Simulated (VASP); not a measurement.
Set up this calculation in VASP 6.6.1, as the native input.

* Task: single point
* Functional: PBE
* Potentials or basis: VASP PAW PBE potentials, release 64 (Mo_sv, Ru_pv)
* Cutoff: 520 eV
* k mesh: 6 × 6 × 4
* Occupations: gaussian, width 0.1 eV
* Spin: collinear spin, ferromagnetic start
* Starting moments: [1.0, 1.0, 1.0, 1.0, 1.0, 1.0] μB
* Dipole correction: no
* Further INCAR settings: ALGO = Fast; EDIFF = 1e-06; NBANDS = 55

The structure of MoRu5 lies in POSCAR:

```
MoRu5
1.0
    4.7544261000      0.0000000000      0.0000000000
   -2.3772131000      4.1174538000      0.0000000000
    0.0000000000      0.0000000000      4.3163340000
Mo Ru
1 5
Direct
    0.0000000000      0.0000000000      0.0000000000
    0.3333333000      0.6666667000      0.0000000000
    0.6666667000      0.3333333000      0.0000000000
    0.6615210000      0.6615210000      0.5000000000
    0.3384790000      0.0000000000      0.5000000000
    0.0000000000      0.3384790000      0.5000000000
```

One way to write it, as run:

INCAR

```
PREC     = Accurate       # precision mode
ENCUT    = 520            # plane-wave cutoff, eV
EDIFF    = 1E-6           # SCF threshold, eV
ISMEAR   = 0              # smearing method
SIGMA    = 0.1            # smearing width, eV
LREAL    = False          # projectors in reciprocal space
LASPH    = True           # aspherical terms in the spheres
NELM     = 150            # most SCF steps
ALGO     = Fast           # electronic algorithm
ISIF     = 2              # what is computed and relaxed
LWAVE    = False          # write WAVECAR
LCHARG   = True           # write CHGCAR
ISPIN    = 2              # spin polarisation
MAGMOM   = 1 1 1 1 1 1    # initial moments
LORBIT   = 11             # projections on sites
LMAXMIX  = 4              # l up to which the mixer works
GGA      = PE             # functional
LELF     = True           # ELF
LVHAR    = True         
NBANDS   = 55             # bands
```

KPOINTS

```
regular mesh
0
Gamma
  6 6 4
```

Potentials or basis: VASP PAW PBE potentials, release 64 (Mo_sv, Ru_pv).

Run with:

```console
$ cat potpaw_PBE.64/Mo_sv/POTCAR potpaw_PBE.64/Ru_pv/POTCAR > POTCAR
$ mpirun -np 1 vasp_std > vasp.out
```

Results of the run:

- Pressure: 0.0 GPa
- Largest force: 0.006 eV/Å
- Band gap on the k mesh: zero (filled and empty bands overlap)
- Net moment: 0.00 μB per cell
- Valence electrons inside the program's atomic spheres: Mo 12.46; Ru 12.67, 12.65 (each value once)

Caveat: the k points lie up to 0.36 Å⁻¹ apart, too coarse for converged energies and pressures of a metal.

Wall time 4.4 min on 1 thread of Intel Xeon 8259CL, on a shared host, peak memory 0.31 GiB.
